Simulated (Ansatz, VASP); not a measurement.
SrCl2: VASP beside Ansatz

File POSCAR:

```
SrCl2
1.0
    0.0000000000      3.4855000000      3.3460800000
    3.4855000000      0.0000000000      3.3460800000
    3.4855000000      3.4855000000      0.0000000000
Sr Cl
1 2
Direct
    0.0000000000      0.0000000000      0.0000000000
    0.2500000000      0.2500000000      0.2500000000
    0.7500000000      0.7500000000      0.7500000000
```

File INCAR.step1:

```
  PREC = Accurate
  ENCUT = 520
  ISMEAR = 0
  SIGMA = 0.05
  LREAL = F
  LASPH = T
  NELM = 80
  NBANDS = 19
  GGA = PE
  ALGO = Normal
  EDIFF = 1E-4
  LWAVE = T
  LCHARG = F
```

INCAR.step2

```
  PREC = Accurate
  ENCUT = 520
  EDIFF = 1E-6
  ISMEAR = 0
  SIGMA = 0.05
  LREAL = F
  LASPH = T
  NELM = 80
  ALGO = Normal
  ISIF = 2
  LWAVE = F
  LCHARG = F
  METAGGA = R2SCAN
  LMIXTAU = T
  NBANDS = 19
  ISTART = 1
```

The input KPOINTS:

```
Automatic mesh
0
Gamma
  6 6 6
```

Input for Ansatz:

```yaml
crystal:
  lattice:
    - [0.0, 3.4855, 3.34608]
    - [3.4855, 0.0, 3.34608]
    - [3.4855, 3.4855, 0.0]
  atoms:
    - { symbol: Sr, position: [0.0, 0.0, 0.0] }
    - { symbol: Cl, position: [0.25, 0.25, 0.25] }
    - { symbol: Cl, position: [0.75, 0.75, 0.75] }
basis:
  ecutwfc: 500
kpoints:
  mp_grid: { grid: [6, 6, 6] }
hamiltonian:
  xc: r2scan
scf:
  occupations: { method: gaussian, width: 0.05 }
output:
  forces: true
  stress: true
  eigenvalues: true
```

Change from the starting cell: strain +0.000 along x and y, -0.040 along z, atoms carried along.

Alike in both runs: task single point; functional r2SCAN; k mesh 6 × 6 × 6; occupations gaussian, width 0.05 eV; no spin polarisation.

```csv
,VASP,Ansatz
version,VASP 6.6.1,Ansatz 0.2.0
potentials or method,"VASP PAW PBE potentials, release 64 (Sr_sv, Cl), cutoff 520 eV","scalar-relativistic, plane waves, PAW"
valence electrons in the cell,24,24
```

|  | VASP | Ansatz | Ansatz less VASP |
| --- | --- | --- | --- |
| gap on the k mesh at the Fermi level (eV) | 5.75 | 5.75 | -0.002 |
| least direct gap on the mesh (eV) | 5.76 | 5.76 | -0.002 |
| pressure (GPa) | 2.2 | 2.2 | -0.07 |
| traceless stress, the component that is largest in VASP (GPa) | 1.64 | 1.65 | +0.011 |

VASP's potentials were made for PBE, not for r2SCAN.
